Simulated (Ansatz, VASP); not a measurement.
## As in VASP and in Ansatz

File INCAR:

```
  ALGO = Normal
  EDIFF = 1E-6
  ENCUT = 500
  GGA = PS
  GGA_COMPAT = False
  ISIF = 2
  ISMEAR = 0
  IVDW = 12
  LASPH = True
  LCHARG = True
  LELF = True
  LREAL = False
  LVHAR = True
  LWAVE = False
  NBANDS = 18
  NELM = 120
  PREC = Accurate
  SIGMA = 0.1
```

The input KPOINTS:

```
k-points
0
Gamma
  6 6 4
```

POSCAR

```
As
1.0
    1.9141499913     -5.5352716717     -0.0112436205
    1.7542934359      5.5257321626      0.0023832791
    0.0122683586     -0.0682356466      4.5437862762
As
4
Direct
    0.1403309402      0.9152479871      0.0604405391
    0.6210021143      0.3923956813      0.4400277258
    0.8995565870      0.1004141400      0.9536598390
    0.4032826392      0.6164597777      0.5576973388
```

Input for Ansatz:

```yaml
crystal:
  lattice:
    - [1.9141499913, -5.5352716717, -0.0112436205]
    - [1.7542934359, 5.5257321626, 0.0023832791]
    - [0.0122683586, -0.0682356466, 4.5437862762]
  atoms:
    - { symbol: As, position: [0.1403309402, 0.9152479871, 0.0604405391] }
    - { symbol: As, position: [0.6210021143, 0.3923956813, 0.4400277258] }
    - { symbol: As, position: [0.899556587, 0.10041414, 0.953659839] }
    - { symbol: As, position: [0.4032826392, 0.6164597777, 0.5576973388] }
basis:
  ecutwfc: 420
kpoints:
  mp_grid: { grid: [6, 6, 4] }
hamiltonian:
  xc: pbesol
  dispersion: d3bj
  pseudopotentials: { kind: paw }
scf:
  occupations: { method: gaussian, width: 0.1 }
output:
  forces: true
  stress: true
  eigenvalues: true
```

Alike in both runs: task single point; functional PBEsol; dispersion D3(BJ); k mesh 6 × 6 × 4; occupations gaussian, width 0.1 eV; no spin polarisation.

|  | VASP | Ansatz |
| --- | --- | --- |
| version | VASP 6.6.1 | Ansatz 0.2.0 |
| potentials or method | VASP PAW PBE potentials, release 64 (As), cutoff 500 eV | scalar-relativistic, plane waves, PAW |
| valence electrons in the cell | 20 | 60 |

```tsv
	VASP	Ansatz	Ansatz less VASP
gap on the k mesh at the Fermi level (eV)	0.12	0.13	+0.003
least direct gap on the mesh (eV)	0.27	0.26	-0.012
pressure (GPa)	-3.8	-4.2	-0.38
traceless stress, the component that is largest in VASP (GPa)	-3.10	-3.05	+0.049
rms of the force components (eV/Å)	0.461	0.460	-0.0010
```

VASP's potentials were made for PBE, not for PBEsol. Atom by atom the forces differ by 0.042 eV/Å (rms over components). VASP's potentials hold 20 valence electrons a cell and Ansatz's 60, so a difference there can come from the potentials and not from the codes.
